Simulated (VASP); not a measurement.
# CuW2 (P6_422) in VASP: a series of runs

CuW2 is run at these levels: PBE; tasks: single point.

Program: VASP 6.6.1. These are calculated values, not measurements. Logs are shortened: lines on timing, memory, paths and dates and some standing lists are left out, and cuts for length are marked.

## (1) The cell of the first run

It takes space group P6_422 (No. 181, hexagonal). The conventional cell has a = 4.697 Å, b = 4.697 Å, c = 6.548 Å, α = 90.00°, β = 90.00°, γ = 120.00°. Within 3.4 Å of Cu (site symmetry 222) lie 10 W at 2.58 to 2.74 Å and 4 Cu at 3.21 Å. W (site symmetry 2) has 9 W at 2.55 to 3.25 Å and 5 Cu at 2.58 to 2.74 Å within 3.4 Å.

## (2) Single point, PBE

Input file INCAR:

```
  PREC = Accurate
  ENCUT = 520
  EDIFF = 1E-6
  ISMEAR = 0
  SIGMA = 0.1
  LREAL = False
  LASPH = True
  NELM = 60
  ALGO = Fast
  ISIF = 2
  LWAVE = False
  LCHARG = False
  GGA = PE
  NBANDS = 68
```

Input file KPOINTS:

```
regular mesh
0
Gamma
  6 6 4
```

Input file POSCAR:

```
CuW2
1.0
    4.6967895692      0.0000000000      0.0000000000
   -2.3483947846      4.0675390831      0.0000000000
    0.0000000000      0.0000000000      6.5475241838
Cu W
3 6
Direct
    0.5000000000      0.0000000000      0.0000000000
    0.5000000000      0.5000000000      0.6666666667
    0.0000000000      0.5000000000      0.3333333333
    0.1626000000      0.3252000000      0.0000000000
    0.8374000000      0.1626000000      0.6666666667
    0.6748000000      0.8374000000      0.3333333333
    0.8374000000      0.6748000000      0.0000000000
    0.1626000000      0.8374000000      0.6666666667
    0.3252000000      0.1626000000      0.3333333333
```

Potentials or basis: VASP PAW PBE potentials, release 64 (Cu, W_sv).

Command:

```
$ cat potpaw_PBE.64/Cu/POTCAR potpaw_PBE.64/W_sv/POTCAR > POTCAR
$ mpirun -np 1 vasp_std > vasp.out
```

OUTCAR:

```text
PREC = Accurate
   ENCUT = 520
   EDIFF = 1E-6
   ISMEAR = 0
   LREAL = False
   LASPH = True
   NELM = 60
   ISIF = 2
   GGA = PE

 ion  position               nearest neighbor table
   1  0.500  0.000  0.000-   6 2.58   9 2.58   8 2.58   5 2.58   4 2.70   7 2.70   7 2.70   4 2.70
                             4 2.74   7 2.74
   2  0.500  0.500  0.667-   4 2.58   7 2.58   6 2.58   9 2.58   5 2.70   8 2.70   8 2.70   5 2.70
                             8 2.74   5 2.74
   3  0.000  0.500  0.333-   4 2.58   7 2.58   5 2.58   8 2.58   9 2.70   6 2.70   9 2.70   6 2.70
                             6 2.74   9 2.74
   4  0.163  0.325  0.000-   5 2.55   9 2.55   3 2.58   2 2.58   7 2.65   1 2.70   1 2.70   1 2.74
                             7 2.75   7 2.75   8 3.16   6 3.16   6 3.25   8 3.25
   5  0.837  0.163  0.667-   4 2.55   6 2.55   1 2.58   3 2.58   8 2.65   2 2.70   2 2.70   2 2.74
                             8 2.75   8 2.75   7 3.16   9 3.16   7 3.25   9 3.25
   6  0.675  0.837  0.333-   7 2.55   5 2.55   1 2.58   2 2.58   9 2.65   3 2.70   3 2.70   3 2.74
                             9 2.75   9 2.75   4 3.16   8 3.16   4 3.25   8 3.25
   7  0.837  0.675  0.000-   8 2.55   6 2.55   3 2.58   2 2.58   4 2.65   1 2.70   1 2.70   1 2.74
                             4 2.75   4 2.75   5 3.16   9 3.16   5 3.25   9 3.25
   8  0.163  0.837  0.667-   7 2.55   9 2.55   1 2.58   3 2.58   5 2.65   2 2.70   2 2.70   2 2.74
                             5 2.75   5 2.75   4 3.16   6 3.16   4 3.25   6 3.25
   9  0.325  0.163  0.333-   4 2.55   8 2.55   1 2.58   2 2.58   6 2.65   3 2.70   3 2.70   3 2.74
                             6 2.75   6 2.75   7 3.16   5 3.16   7 3.25   5 3.25

  LATTYP: Found a hexagonal cell.
 ALAT       =     4.6967895692
 C/A-ratio  =     1.3940424810

  Lattice vectors:

 A1 = (   4.6967895692,   0.0000000000,   0.0000000000)
 A2 = (  -2.3483947846,   4.0675390831,   0.0000000000)
 A3 = (   0.0000000000,   0.0000000000,   6.5475241838)

Analysis of symmetry for initial positions (statically):
=====================================================================
 Subroutine PRICEL returns:
 Original cell was already a primitive cell.

 Routine SETGRP: Setting up the symmetry group for a
 hexagonal supercell.

 Subroutine GETGRP returns: Found 12 space group operations
 (whereof  4 operations were pure point group operations)
 out of a pool of 24 trial point group operations.

The static configuration has the point symmetry D_2 .
 The point group associated with its full space group is D_6 .

Analysis of symmetry for dynamics (positions and initial velocities):
=====================================================================
 Subroutine PRICEL returns:
 Original cell was already a primitive cell.

 Routine SETGRP: Setting up the symmetry group for a
 hexagonal supercell.

 Subroutine GETGRP returns: Found 12 space group operations
 (whereof  4 operations were pure point group operations)
 out of a pool of 24 trial point group operations.

The dynamic configuration has the point symmetry D_2 .
 The point group associated with its full space group is D_6 .

 Subroutine INISYM returns: Found 12 space group operations
 (whereof  4 operations are pure point group operations),
 and found     1 'primitive' translations

----------------------------------------------------------------------------------------

                                     Primitive cell

  volume of cell :     125.0864

  direct lattice vectors                    reciprocal lattice vectors
     4.696789569  0.000000000  0.000000000     0.212911391  0.122924449  0.000000000
    -2.348394785  4.067539083  0.000000000     0.000000000  0.245848898  0.000000000
     0.000000000  0.000000000  6.547524184     0.000000000  0.000000000  0.152729486

  length of vectors
     4.696789569  4.696789569  6.547524184     0.245848898  0.245848898  0.152729486

  position of ions in fractional coordinates (direct lattice)
     0.500000000  0.000000000  0.000000000
     0.500000000  0.500000000  0.666666667
     0.000000000  0.500000000  0.333333333
     0.162600000  0.325200000  0.000000000
     0.837400000  0.162600000  0.666666667
     0.674800000  0.837400000  0.333333333
     0.837400000  0.674800000  0.000000000
     0.162600000  0.837400000  0.666666667
     0.325200000  0.162600000  0.333333333

  ion indices of the primitive-cell ions
   primitive index   ion index
                 1           1
                 2           2
                 3           3
                 4           4
                 5           5
                 6           6
                 7           7
                 8           8
                 9           9

----------------------------------------------------------------------------------------

 KPOINTS: regular mesh

Automatic generation of k-mesh.
 Grid dimensions read from file:
 generate k-points for:    6    6    4

 Generating k-lattice:

  Cartesian coordinates                     Fractional coordinates (reciprocal lattice)
     0.035485232  0.020487408  0.000000000     0.166666667  0.000000000  0.000000000
     0.000000000  0.040974816  0.000000000     0.000000000  0.166666667  0.000000000
     0.000000000  0.000000000  0.038182371     0.000000000  0.000000000  0.250000000

  Length of vectors
     0.040974816  0.040974816  0.038182371

  Shift w.r.t. Gamma in fractional coordinates (k-lattice)
     0.000000000  0.000000000  0.000000000

 Subroutine IBZKPT returns following result:
 ===========================================

 Found     21 irreducible k-points:

 Following reciprocal coordinates:
            Coordinates               Weight
  0.000000  0.000000  0.000000      1.000000
  0.166667  0.000000  0.000000      6.000000
  0.333333  0.000000  0.000000      6.000000
  0.500000  0.000000  0.000000      3.000000
  0.166667  0.166667  0.000000      6.000000
  0.333333  0.166667  0.000000     12.000000
[... 13 lines left out ...]
  0.333333  0.166667  0.500000     12.000000
  0.333333  0.333333  0.500000      2.000000
   k-points           NKPTS =     21   k-points in BZ     NKDIM =     21   number of bands    NBANDS=     68
   number of dos      NEDOS =    301   number of ions     NIONS =      9
   total plane-waves  NPLWV =  64800
   dimension x,y,z NGX =    36 NGY =   36 NGZ =   50
   dimension x,y,z NGXF=    72 NGYF=   72 NGZF=  100
   ions per type =               3   6
   NGX,Y,Z   is equivalent  to a cutoff of  12.74, 12.74, 12.70 a.u.
   NGXF,Y,Z  is equivalent  to a cutoff of  25.48, 25.48, 25.39 a.u.
 SYSTEM =  unknown system
   PREC   = accura    normal or accurate (medium, high low for compatibility)
   ISTART =      0    job   : 0-new  1-cont  2-samecut
   ICHARG =      2    charge: 1-file 2-atom 10-const
   ISPIN  =      1    spin polarized calculation?
   LNONCOLLINEAR =      F non collinear calculations
   LSORBIT =      F    spin-orbit coupling
   LASPH  =      T    aspherical Exc in radial PAW
   ENCUT  =  520.0 eV  38.22 Ry    6.18 a.u.   8.73  8.73 12.17*2*pi/ulx,y,z
   NELM   =     60;   NELMIN=  2; NELMDL= -5     # of ELM steps
   EDIFF  = 0.1E-05   stopping-criterion for ELM
   LREAL  =      F    real-space projection
   EDIFFG = 0.1E-04   stopping-criterion for IOM
   NSW    =      0    number of steps for IOM
   IBRION =     -1    ionic relax: 0-MD 1-quasi-New 2-CG
   NFREE  =      0    steps in history (QN), initial steepest desc. (CG)
   ISIF   =      2    stress and relaxation
   ISYM   =      2    0-nonsym 1-usesym 2-fastsym
   POTIM  = 0.5000    time-step for ionic-motion
   TEBEG  =    0.0;   TEEND  =   0.0 temperature during run
   PSTRESS=    0.0 pullay stress
   NELECT =     117.0000    total number of electrons
   NUPDOWN=      -1.0000    fix difference up-down
   EMIN   =  10.00;   EMAX   =-10.00  energy-range for DOS
   EFERMI =   0.00;   METHOD = LEGACY
   ISMEAR =     0;   SIGMA  =   0.10  broadening in eV -4-tet -1-fermi 0-gaus
   EFERMI_NEDOS =   21; number of points for ismear=-14 and -15
   IALGO  =     68    algorithm
   IMIX   =      4    mixing-type and parameters
     AMIX     =   0.40;   BMIX     =  1.00
     AMIX_MAG =   1.60;   BMIX_MAG =  1.00
  volume/ion in A,a.u.               =      13.90        93.79
  Fermi-wavevector in a.u.,A,eV,Ry     =   1.601032  3.025513 34.875881  2.563305
  Thomas-Fermi vector in A             =   2.698075
   LORBIT       =      0    0 simple, 1 ext, 2 COOP (PROOUT), +10 PAW based schemes
   GGA     = PE    functional components
   LHFCALC =     F    Hartree Fock is set to
   AEXX    =    0.0000 exact exchange contribution
   IVDW    =     0    specifies the selected vdW correction
   LEPSILON=     F    determine dielectric tensor
   LRPA    =     F    only Hartree local field effects (RPA)
 non-spin polarized calculation
 RMM-DIIS sequential band-by-band and
 Gauss-broadening in eV      SIGMA  =   0.10
  energy-cutoff  :      520.00
  volume of cell :      125.09
 maximum number of plane-waves:      3396
 NGX is ok and might be reduce to    36
   NGX = 17   NGY = 17   NGZ = 25

 number of electron     116.9999972 magnetization

 Free energy of the ion-electron system (eV)
  ---------------------------------------------------
  ext. energy  EPLUGINS =         0.00000000
  ---------------------------------------------------
  free energy    TOTEN  =       -84.47463937 eV

  energy without entropy =      -84.43938836  energy(sigma->0) =      -84.45701386

 E-fermi :  10.7334     XC(G=0): -13.6230

 val. band max:       10.7187429570   @ k =   0.1667   0.0000   0.2500
 cond. band min:      10.7391647757   @ k =   0.3333   0.3333   0.2500
 fundamental gap:      0.0204218187
 Fermi energy:        10.7333766590

 k-point     1 :       0.0000    0.0000    0.0000
  band No.  band energies     occupation
      1     -62.9167      2.00000
      2     -62.8008      2.00000
      3     -62.8008      2.00000
      4     -62.7671      2.00000
      5     -62.7671      2.00000
      6     -62.6731      2.00000
[... 60 lines left out ...]
     67      13.5994      0.00000
     68      13.6478      0.00000

 k-point     2 :       0.1667    0.0000    0.0000
  band No.  band energies     occupation
      1     -62.9091      2.00000
      2     -62.7998      2.00000
      3     -62.7997      2.00000
      4     -62.7695      2.00000
      5     -62.7682      2.00000
      6     -62.6795      2.00000
[... 60 lines left out ...]
     67      13.5263      0.00000
     68      14.0231      0.00000

 k-point     3 :       0.3333    0.0000    0.0000
  band No.  band energies     occupation
      1     -62.8900      2.00000
      2     -62.8090      2.00000
      3     -62.7973      2.00000
      4     -62.7705      2.00000
      5     -62.7639      2.00000
      6     -62.6953      2.00000
[... 1267 lines left out ...]
     67      13.9341      0.00000
     68      14.1803      0.00000

 k-point    21 :       0.3333    0.3333    0.5000
  band No.  band energies     occupation
      1     -62.8459      2.00000
      2     -62.8328      2.00000
      3     -62.8328      2.00000
      4     -62.7459      2.00000
      5     -62.7459      2.00000
      6     -62.7231      2.00000
[... 60 lines left out ...]
     67      13.4824      0.00000
     68      13.4837      0.00000

------------------------ aborting loop because EDIFF is reached ----------------------------------------

  FORCE on cell =-STRESS in cart. coord.  units (eV):
  Direction    XX          YY          ZZ          XY          YZ          ZX
  --------------------------------------------------------------------------------------
  -------------------------------------------------------------------------------------
  Total       13.4236997     13.4236997     27.1029288      0.0000000     -0.0000000      0.0000000
  in kB      171.9383927    171.9383927    347.1497510      0.0000000     -0.0000000      0.0000000
  external PRESSURE =     230.3421788 kB  Pullay stress =       0.0000000 kB

 VOLUME and BASIS-vectors are now :
 -----------------------------------------------------------------------------
  energy-cutoff  :      520.00
  volume of cell :      125.09
      direct lattice vectors                 reciprocal lattice vectors
     4.696789569  0.000000000  0.000000000     0.212911391  0.122924449  0.000000000
    -2.348394785  4.067539083  0.000000000     0.000000000  0.245848898  0.000000000
     0.000000000  0.000000000  6.547524184     0.000000000  0.000000000  0.152729486

 POSITION                                       TOTAL-FORCE (eV/Angst)
 -----------------------------------------------------------------------------------
      2.34839      0.00000      0.00000         0.000000      0.000000     -0.000000
      1.17420      2.03377      4.36502         0.000000      0.000000      0.000000
     -1.17420      2.03377      2.18251         0.000000      0.000000      0.000000
     -0.00000      1.32276      0.00000        -0.000000      0.429222     -0.000000
      3.55124      0.66138      4.36502        -0.371717      0.214611     -0.000000
      1.20285      3.40616      2.18251        -0.371717     -0.214611     -0.000000
      2.34839      2.74478      0.00000         0.000000     -0.429222     -0.000000
     -1.20285      3.40616      4.36502         0.371717     -0.214611     -0.000000
      1.14555      0.66138      2.18251         0.371717      0.214611     -0.000000
 -----------------------------------------------------------------------------------
    total drift:                               -0.000000     -0.000000     -0.000000

  FREE ENERGIE OF THE ION-ELECTRON SYSTEM (eV)
  ---------------------------------------------------
  free  energy   TOTEN  =       -84.4746393675 eV

  energy  without entropy=      -84.4393883563  energy(sigma->0) =      -84.45701386
```

It took 7.9 min on 1 thread of Intel Xeon Platinum 8488C (Sapphire Rapids), shared host; peak memory 0.32 GiB.

What came out:

```
Free energy            : -84.4746 eV
Pressure               : 23.0 GPa
Largest force          : 0.429 eV/Å
Band gap on the k mesh : zero (an odd number of electrons rules out a gap without spin polarisation)
```

Forces on the atoms (eV/Å):
```
Cu   0.000  0.000  0.000
Cu   0.000  0.000  0.000
Cu   0.000  0.000  0.000
W    0.000  0.429  0.000
W   -0.372  0.215  0.000
W   -0.372 -0.215  0.000
W    0.000 -0.429  0.000
W    0.372 -0.215  0.000
W    0.372  0.215  0.000
```

Caveat: the stress differs along the axes, from 17 to 35 GPa; spin-orbit coupling is left out, which moves the levels of the heavy elements.

(Continued in part 2 of 2.)

The gap in the log of VASP goes by the Fermi energy; the results here count the filled bands.